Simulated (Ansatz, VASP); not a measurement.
# Zn3MoAs4 in VASP and in Ansatz

```
CELL_PARAMETERS angstrom
5.55201 0.00000 0.00000
0.00000 5.55201 0.00000
0.00000 0.00000 5.55201
ATOMIC_POSITIONS crystal
Zn 0.00000 0.00000 0.50000
Zn 0.00000 0.50000 0.00000
Zn 0.50000 0.00000 0.00000
Mo 0.50000 0.50000 0.50000
As 0.00000 0.00000 0.00000
As 0.50000 0.50000 0.00000
As 0.50000 0.00000 0.50000
As 0.00000 0.50000 0.50000
```

Change from the starting cell: species swapped into the Ba3SnS4 type (Pm-3m, No. 221).

Alike in both runs: task relaxation of cell and atoms; functional PBE; k mesh 4 × 4 × 4; occupations gaussian, width 0.1 eV; no spin polarisation.

|  | VASP | Ansatz |
| --- | --- | --- |
| version | VASP 6.6.1 | Ansatz 0.2.0 |
| potentials or method | VASP PAW PBE potentials, release 64 (Zn, Mo_sv, As), cutoff 600 eV | scalar-relativistic, plane waves, PAW |
| valence electrons in the cell | 70 | 110 |

Ansatz gave:

* gap on the k mesh at the Fermi level, each at its own relaxed structure (eV): none
* relaxed volume (Å³/atom): 18.19
* relaxed cell length with the largest relative difference (Å): 5.260

**Question.** What did VASP give for the same quantities?

**Answer.** gap on the k mesh at the Fermi level, each at its own relaxed structure (eV): none; relaxed volume (Å³/atom): 18.23; relaxed cell length with the largest relative difference (Å): 5.264.

A gap of «none» marks a metal or a gap that the smearing closes. VASP's potentials hold 70 valence electrons a cell and Ansatz's 110, so a difference there can come from the potentials and not from the codes.
